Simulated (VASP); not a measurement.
# Cu (Fm-3m) in VASP: notebook

Runs on Cu. Level: r2SCAN. Tasks: single point, relaxation of cell and atoms.

All numbers are computed with VASP 6.6.1; they aren't measurements. Logs are shortened: lines on timing, memory, paths and dates and some standing lists are left out, and cuts for length are marked.

**1. The cell of the first run**

The structure is cubic, space group Fm-3m (No. 225). Conventional cell: a = 3.504 Å, b = 3.504 Å, c = 3.504 Å, α = 90.00°, β = 90.00°, γ = 90.00°. Cu (site symmetry m-3m) has 12 Cu at 2.48 Å within 3.3 Å.

**2. Single point, r2SCAN (volume scaled by 0.94)**

POSCAR reads:

```
Cu
1.0
    0.0000000000      1.7520445553      1.7520445553
    1.7520445553      0.0000000000      1.7520445553
    1.7520445553      1.7520445553      0.0000000000
Cu
1
Direct
    0.0000000000      0.0000000000      0.0000000000
```

INCAR.step1 reads:

```
PREC     = Accurate       # precision mode
ENCUT    = 520            # plane-wave cutoff, eV
ISMEAR   = -1             # smearing method
SIGMA    = 0.1            # smearing width, eV
LREAL    = F              # projectors in reciprocal space
LASPH    = T              # aspherical terms in the spheres
NELM     = 100            # most SCF steps
NBANDS   = 12             # bands
GGA      = PE             # functional
ALGO     = Normal         # electronic algorithm
EDIFF    = 1E-4           # SCF threshold, eV
LWAVE    = T              # write WAVECAR
LCHARG   = F              # write CHGCAR
```

INCAR.step2 reads:

```
PREC     = Accurate       # precision mode
ENCUT    = 520            # plane-wave cutoff, eV
EDIFF    = 1E-6           # SCF threshold, eV
ISMEAR   = -1             # smearing method
SIGMA    = 0.1            # smearing width, eV
LREAL    = F              # projectors in reciprocal space
LASPH    = T              # aspherical terms in the spheres
NELM     = 100            # most SCF steps
ALGO     = Normal         # electronic algorithm
ISIF     = 2              # what is computed and relaxed
LWAVE    = F              # write WAVECAR
LCHARG   = F              # write CHGCAR
METAGGA  = R2SCAN         # meta-GGA
LMIXTAU  = T            
NBANDS   = 12             # bands
ISTART   = 1
```

KPOINTS reads:

```
regular mesh
0
Gamma
  20 20 20
```

Potentials or basis: VASP PAW PBE potentials, release 64 (Cu).

Run with:

```console
$ cat potpaw_PBE.64/Cu/POTCAR > POTCAR
$ cp INCAR.step1 INCAR
$ mpirun -np 1 vasp_std > vasp.out
$ cp INCAR.step2 INCAR
$ mpirun -np 1 vasp_std > vasp.out
```

OUTCAR:

```text
PREC = Accurate
   ENCUT = 520
   EDIFF = 1E-6
   ISMEAR = -1
   LREAL = F
   LASPH = T
   NELM = 100
   ISIF = 2
   METAGGA = R2SCAN
   ISTART = 1

 ion  position               nearest neighbor table
   1  0.000  0.000  0.000-

  LATTYP: Found a face centered cubic cell.
 ALAT       =     3.5040891106

  Lattice vectors:

 A1 = (   0.0000000000,   1.7520445553,   1.7520445553)
 A2 = (   1.7520445553,   0.0000000000,   1.7520445553)
 A3 = (   1.7520445553,   1.7520445553,   0.0000000000)

Analysis of symmetry for initial positions (statically):
=====================================================================
 Subroutine PRICEL returns:
 Original cell was already a primitive cell.

 Routine SETGRP: Setting up the symmetry group for a
 face centered cubic supercell.

 Subroutine GETGRP returns: Found 48 space group operations
 (whereof 48 operations were pure point group operations)
 out of a pool of 48 trial point group operations.

The static configuration has the point symmetry O_h .

Analysis of symmetry for dynamics (positions and initial velocities):
=====================================================================
 Subroutine PRICEL returns:
 Original cell was already a primitive cell.

 Routine SETGRP: Setting up the symmetry group for a
 face centered cubic supercell.

 Subroutine GETGRP returns: Found 48 space group operations
 (whereof 48 operations were pure point group operations)
 out of a pool of 48 trial point group operations.

The dynamic configuration has the point symmetry O_h .

 Subroutine INISYM returns: Found 48 space group operations
 (whereof 48 operations are pure point group operations),
 and found     1 'primitive' translations

----------------------------------------------------------------------------------------

                                     Primitive cell

  volume of cell :      10.7564

  direct lattice vectors                    reciprocal lattice vectors
     0.000000000  1.752044555  1.752044555    -0.285380870  0.285380870  0.285380870
     1.752044555  0.000000000  1.752044555     0.285380870 -0.285380870  0.285380870
     1.752044555  1.752044555  0.000000000     0.285380870  0.285380870 -0.285380870

  length of vectors
     2.477765172  2.477765172  2.477765172     0.494294167  0.494294167  0.494294167

  position of ions in fractional coordinates (direct lattice)
     0.000000000  0.000000000  0.000000000

  ion indices of the primitive-cell ions
   primitive index   ion index
                 1           1

----------------------------------------------------------------------------------------

 KPOINTS: regular mesh

Automatic generation of k-mesh.
 Grid dimensions read from file:
 generate k-points for:   20   20   20

 Generating k-lattice:

  Cartesian coordinates                     Fractional coordinates (reciprocal lattice)
    -0.014269044  0.014269044  0.014269044     0.050000000  0.000000000  0.000000000
     0.014269044 -0.014269044  0.014269044     0.000000000  0.050000000  0.000000000
     0.014269044  0.014269044 -0.014269044     0.000000000  0.000000000  0.050000000

  Length of vectors
     0.024714708  0.024714708  0.024714708

  Shift w.r.t. Gamma in fractional coordinates (k-lattice)
     0.000000000  0.000000000  0.000000000

 Subroutine IBZKPT returns following result:
 ===========================================

 Found    256 irreducible k-points:

 Following reciprocal coordinates:
            Coordinates               Weight
  0.000000  0.000000  0.000000      1.000000
  0.050000  0.000000  0.000000      8.000000
  0.100000  0.000000  0.000000      8.000000
  0.150000  0.000000  0.000000      8.000000
  0.200000  0.000000  0.000000      8.000000
  0.250000  0.000000  0.000000      8.000000
[... 16 lines left out ...]
 -0.400000  0.050000  0.000000     24.000000
 -0.350000  0.050000  0.000000     24.000000
 [... further k-points ...]
   k-points           NKPTS =    256   k-points in BZ     NKDIM =    256   number of bands    NBANDS=     12
   number of dos      NEDOS =    301   number of ions     NIONS =      1
   total plane-waves  NPLWV =   5832
   dimension x,y,z NGX =    18 NGY =   18 NGZ =   18
   dimension x,y,z NGXF=    36 NGYF=   36 NGZF=   36
   ions per type =               1
   NGX,Y,Z   is equivalent  to a cutoff of  12.08, 12.08, 12.08 a.u.
   NGXF,Y,Z  is equivalent  to a cutoff of  24.15, 24.15, 24.15 a.u.
 SYSTEM =  unknown system
   PREC   = accura    normal or accurate (medium, high low for compatibility)
   ISTART =      1    job   : 0-new  1-cont  2-samecut
   ICHARG =      0    charge: 1-file 2-atom 10-const
   ISPIN  =      1    spin polarized calculation?
   LNONCOLLINEAR =      F non collinear calculations
   LSORBIT =      F    spin-orbit coupling
   LASPH  =      T    aspherical Exc in radial PAW
   ENCUT  =  520.0 eV  38.22 Ry    6.18 a.u.   4.61  4.61  4.61*2*pi/ulx,y,z
   NELM   =    100;   NELMIN=  2; NELMDL=  0     # of ELM steps
   EDIFF  = 0.1E-05   stopping-criterion for ELM
   LREAL  =      F    real-space projection
   EDIFFG = 0.1E-04   stopping-criterion for IOM
   NSW    =      0    number of steps for IOM
   IBRION =     -1    ionic relax: 0-MD 1-quasi-New 2-CG
   NFREE  =      0    steps in history (QN), initial steepest desc. (CG)
   ISIF   =      2    stress and relaxation
   ISYM   =      2    0-nonsym 1-usesym 2-fastsym
   POTIM  = 0.5000    time-step for ionic-motion
   TEBEG  =    0.0;   TEEND  =   0.0 temperature during run
   PSTRESS=    0.0 pullay stress
   NELECT =      11.0000    total number of electrons
   NUPDOWN=      -1.0000    fix difference up-down
   EMIN   =  10.00;   EMAX   =-10.00  energy-range for DOS
   EFERMI =   0.00;   METHOD = LEGACY
   ISMEAR =    -1;   SIGMA  =   0.10  broadening in eV -4-tet -1-fermi 0-gaus
   EFERMI_NEDOS =   21; number of points for ismear=-14 and -15
   IALGO  =     38    algorithm
   IMIX   =      4    mixing-type and parameters
     AMIX     =   0.40;   BMIX     =  1.00
     AMIX_MAG =   1.60;   BMIX_MAG =  1.00
  volume/ion in A,a.u.               =      10.76        72.59
  Fermi-wavevector in a.u.,A,eV,Ry     =   1.649367  3.116851 37.013436  2.720411
  Thomas-Fermi vector in A             =   2.738499
   LORBIT       =      0    0 simple, 1 ext, 2 COOP (PROOUT), +10 PAW based schemes
   METAGGA = R2SCAN    functional components
   LHFCALC =     F    Hartree Fock is set to
   AEXX    =    0.0000 exact exchange contribution
   IVDW    =     0    specifies the selected vdW correction
   LEPSILON=     F    determine dielectric tensor
   LRPA    =     F    only Hartree local field effects (RPA)
 non-spin polarized calculation
  energy-cutoff  :      520.00
  volume of cell :       10.76
 maximum number of plane-waves:       303
   NGX =  9   NGY =  9   NGZ =  9

 number of electron      10.9999992 magnetization

 Free energy of the ion-electron system (eV)
  ---------------------------------------------------
  ext. energy  EPLUGINS =         0.00000000
  ---------------------------------------------------
  free energy    TOTEN  =       -10.80437873 eV

  energy without entropy =      -10.79590210  energy(sigma->0) =      -10.80014041

 E-fermi :   8.6109     XC(G=0): -14.3855

 val. band max:        8.6002979415   @ k =   0.5000   0.2500   0.1000
 cond. band min:       8.6568554660   @ k =   0.4500   0.3500   0.0000
 fundamental gap:      0.0565575245
 Fermi energy:         8.6108973381

 k-point     1 :       0.0000    0.0000    0.0000
  band No.  band energies     occupation
      1      -1.8258      2.00000
      2       5.1569      2.00000
      3       5.1570      2.00000
      4       5.1570      2.00000
      5       6.1023      2.00000
      6       6.1023      2.00000
      7      32.7591      0.00000
      8      36.5515      0.00000
      9      36.5515      0.00000
     10      36.5517      0.00000
     11      39.0580      0.00000
     12      39.0580      0.00000

 k-point     2 :       0.0500    0.0000    0.0000
  band No.  band energies     occupation
      1      -1.7244      2.00000
      2       5.1331      2.00000
      3       5.1774      2.00000
      4       5.1774      2.00000
      5       6.0939      2.00000
      6       6.0939      2.00000
      7      32.3495      0.00000
      8      35.0706      0.00000
      9      36.2100      0.00000
     10      36.2102      0.00000
     11      39.5307      0.00000
     12      39.5308      0.00000

 k-point     3 :       0.1000    0.0000    0.0000
  band No.  band energies     occupation
      1      -1.4233      2.00000
      2       5.0669      2.00000
      3       5.2318      2.00000
      4       5.2319      2.00000
      5       6.0749      2.00000
      6       6.0749      2.00000
      7      30.5367      0.00000
      8      33.9731      0.00000
      9      35.5651      0.00000
     10      35.5652      0.00000
     11      40.5214      0.00000
     12      40.5214      0.00000
[... 286 lines left out ...]
 k-point    23 :      -0.4000    0.0500    0.0000
  band No.  band energies     occupation
      1       2.6905      2.00000
      2       5.1106      2.00000
      3       5.1663      2.00000
      4       5.9298      2.00000
      5       6.6336      2.00000
      6       7.1378      2.00000
      7      14.8350      0.00000
      8      30.3051      0.00000
      9      32.5056      0.00000
     10      33.6914      0.00000
     11      36.4471      0.00000
     12      37.9809      0.00000

 k-point    24 :      -0.3500    0.0500    0.0000
  band No.  band energies     occupation
      1       2.3312      2.00000
      2       5.1717      2.00000
      3       5.2191      2.00000
      4       5.3425      2.00000
      5       6.4812      2.00000
      6       6.8078      2.00000
      7      16.8218      0.00000
      8      30.3125      0.00000
      9      32.8561      0.00000
     10      34.5210      0.00000
     11      36.4998      0.00000
     12      38.4890      0.00000

 [... further k-points ...]

------------------------ aborting loop because EDIFF is reached ----------------------------------------

  FORCE on cell =-STRESS in cart. coord.  units (eV):
  Direction    XX          YY          ZZ          XY          YZ          ZX
  --------------------------------------------------------------------------------------
  -------------------------------------------------------------------------------------
  Total        0.8326757      0.8326757      0.8326757     -0.0000000     -0.0000000     -0.0000000
  in kB      124.0283717    124.0283717    124.0283717     -0.0000000     -0.0000000     -0.0000000
  external PRESSURE =     124.0283717 kB  Pullay stress =       0.0000000 kB

 VOLUME and BASIS-vectors are now :
 -----------------------------------------------------------------------------
  energy-cutoff  :      520.00
  volume of cell :       10.76
      direct lattice vectors                 reciprocal lattice vectors
     0.000000000  1.752044555  1.752044555    -0.285380870  0.285380870  0.285380870
     1.752044555  0.000000000  1.752044555     0.285380870 -0.285380870  0.285380870
     1.752044555  1.752044555  0.000000000     0.285380870  0.285380870 -0.285380870

 POSITION                                       TOTAL-FORCE (eV/Angst)
 -----------------------------------------------------------------------------------
      0.00000      0.00000      0.00000         0.000000      0.000000      0.000000
 -----------------------------------------------------------------------------------
    total drift:                                0.000000      0.000000      0.000000

  FREE ENERGIE OF THE ION-ELECTRON SYSTEM (eV)
  ---------------------------------------------------
  free  energy   TOTEN  =       -10.8043787306 eV

  energy  without entropy=      -10.7959020979  energy(sigma->0) =      -10.80014041
```

Wall time 78 s (1 thread of Intel Xeon 6975P-C, shared host); peak memory 0.15 GiB.

Results:

```yaml
Free_energy: -10.8044 eV
Pressure: 12.4 GPa
```

Caveat: the cell differs from its parent crystal (volume scaled by 0.94); the PAW data sets were made with another functional, which shifts forces and pressure a little.

**3. Single point, r2SCAN**

This run uses another cell than the first one, of 11.44 Å³/atom, 1.064 times its volume.

POSCAR reads:

```
Cu
1.0
    0.0000000000      1.7885559419      1.7885559419
    1.7885559419      0.0000000000      1.7885559419
    1.7885559419      1.7885559419      0.0000000000
Cu
1
Direct
    0.0000000000      0.0000000000      0.0000000000
```

INCAR.step1 reads:

```
SYSTEM = Cu
ALGO = Normal ; EDIFF = 1E-4
ENCUT = 520 ; GGA = PE
ISMEAR = -1 ; LASPH = .TRUE.
LCHARG = .FALSE. ; LREAL = .FALSE.
LWAVE = .TRUE. ; NBANDS = 12
NELM = 80 ; PREC = Accurate
SIGMA = 0.1
```

INCAR.step2 reads:

```
SYSTEM = Cu
ALGO = Normal ; EDIFF = 1E-6
ENCUT = 520 ; ISIF = 2
ISMEAR = -1 ; ISTART = 1
LASPH = .TRUE. ; LCHARG = .FALSE.
LMIXTAU = .TRUE. ; LREAL = .FALSE.
LWAVE = .FALSE. ; METAGGA = R2SCAN
NBANDS = 12 ; NELM = 80
PREC = Accurate ; SIGMA = 0.1
```

KPOINTS reads:

```
k-points
0
G
  20 20 20
  0 0 0
```

Potentials or basis: VASP PAW PBE potentials, release 64 (Cu).

Run with:

```console
$ cat potpaw_PBE.64/Cu/POTCAR > POTCAR
$ cp INCAR.step1 INCAR
$ mpirun -np 1 vasp_std > vasp.out
$ cp INCAR.step2 INCAR
$ mpirun -np 1 vasp_std > vasp.out
```

Wall time 91 s (1 thread of Intel Xeon 6975P-C, shared host); peak memory 0.16 GiB.

It converged, with:

- Free energy: -10.8318 eV
- Pressure: 0.5 GPa

Levels at points of the mesh, in eV from the Fermi level:
```tsv
k point	band 3	band 4	band 5	band 6	band 7	band 8	band 9	band 10
(0.00, 0.00, 0.00)	-3.23	-3.23	-2.37	-2.37	23.65	26.94	26.94	26.94
(0.50, 0.00, 0.00)	-3.28	-1.76	-1.76	-1.14	4.14	22.14	23.66	23.66
(0.50, 0.50, 0.00)	-1.79	-1.60	-1.60	1.57	7.67	14.03	14.03	18.46
```

Caveat: the PAW data sets were made with another functional, which shifts forces and pressure a little.

**4. Relaxation of cell and atoms, r2SCAN**

This run uses another cell than the first one, of 11.81 Å³/atom, 1.098 times its volume.

POSCAR reads:

```
Cu
1.0
    0.0000000000      1.8074791684      1.8074791684
    1.8074791684      0.0000000000      1.8074791684
    1.8074791684      1.8074791684      0.0000000000
Cu
1
Direct
    0.0000000000      0.0000000000      0.0000000000
```

INCAR.step1 reads:

```
SYSTEM = Cu
ALGO = Normal ; EDIFF = 1E-4
ENCUT = 600 ; GGA = PE
ISMEAR = -1 ; LASPH = .TRUE.
LCHARG = .FALSE. ; LREAL = .FALSE.
LWAVE = .TRUE. ; NELM = 80
PREC = Accurate ; SIGMA = 0.1
```

INCAR.step2 reads:

```
SYSTEM = Cu
ALGO = Normal ; EDIFF = 1E-6
EDIFFG = -0.005 ; ENCUT = 600
IBRION = 2 ; ISIF = 3
ISMEAR = -1 ; ISTART = 1
LASPH = .TRUE. ; LCHARG = .FALSE.
LMIXTAU = .TRUE. ; LREAL = .FALSE.
LWAVE = .FALSE. ; METAGGA = R2SCAN
NELM = 80 ; NSW = 60
PREC = Accurate ; SIGMA = 0.1
```

KPOINTS is that of step 3.

Run with:

```console
$ cat potpaw_PBE.64/Cu/POTCAR > POTCAR
$ cp INCAR.step1 INCAR
$ mpirun -np 1 vasp_std > vasp.out
$ cp INCAR.step2 INCAR
$ mpirun -np 1 vasp_std > vasp.out
```

Run time: 4.6 min. Hardware: 1 thread of Intel Xeon 6975P-C, shared host; peak memory 0.17 GiB.

Results (log left out):

```
Free energy                            : -10.8324 eV
Relaxed volume                         : 11.49 Å³/atom
Relaxed cell                           : a = 2.533 Å, b = 2.533 Å, c = 2.533 Å, α = 60.00°, β = 60.00°, γ = 60.00°
Space group after relaxing (to 0.05 Å) : Fm-3m (No. 225)
Energy gained by relaxing              : 4.2 meV/atom
Ionic steps                            : 4
Pressure after relaxing                : 0.0 GPa
```

Step by step:
```tsv
step	energy change (eV)	largest force (eV/Å)	pressure (GPa)	volume (Å³)
1	0.0000	0.0000	-4.20	11.81
2	-0.0024	0.0000	2.90	11.29
3	-0.0042	0.0000	-0.09	11.49
4	-0.0042	0.0000	0.02	11.49
```

Final structure:
```
Cu
1.0
     0.00000    1.79075    1.79075
     1.79075    0.00000    1.79075
     1.79075    1.79075    0.00000
Cu
1
Direct
  0.00000 0.00000 0.00000
```

Levels at points of the mesh, in eV from the Fermi level:
```
           k point  band 4  band 5  band 6  band 7  band 8  band 9
(0.00, 0.00, 0.00)   -3.22   -2.37   -2.37   23.62   26.88   26.88
(0.50, 0.00, 0.00)   -1.75   -1.75   -1.12    4.12   22.11   23.60
(0.50, 0.50, 0.00)   -1.59   -1.59    1.57    7.64   14.00   14.00
```

Caveat: the PAW data sets were made with another functional, which shifts forces and pressure a little.

**5. Summary**

| task | cell | cutoff (eV) | gap on the mesh (eV) | pressure (GPa) |
| --- | --- | --- | --- | --- |
| single point | a = 2.478 Å, angles 60.0°, 1 atom | 520 | none | 12.4 |
| single point | a = 2.529 Å, angles 60.0°, 1 atom | 520 | none | 0.5 |
| relaxation of cell and atoms | relaxed from a = 2.556 Å, angles 60.0°, 1 atom | 600 | none | 0.0 |

Alike in all rows: level r2SCAN; potentials or basis VASP PAW PBE potentials, release 64 (Cu); no spin polarisation; k mesh 20 × 20 × 20; smearing fermi-dirac 0.1 eV.

Caveats: the PAW data sets were made with another functional, which shifts forces and pressure a little.

Total energies depend on the potentials used, so only differences within one code and one set of settings carry meaning.
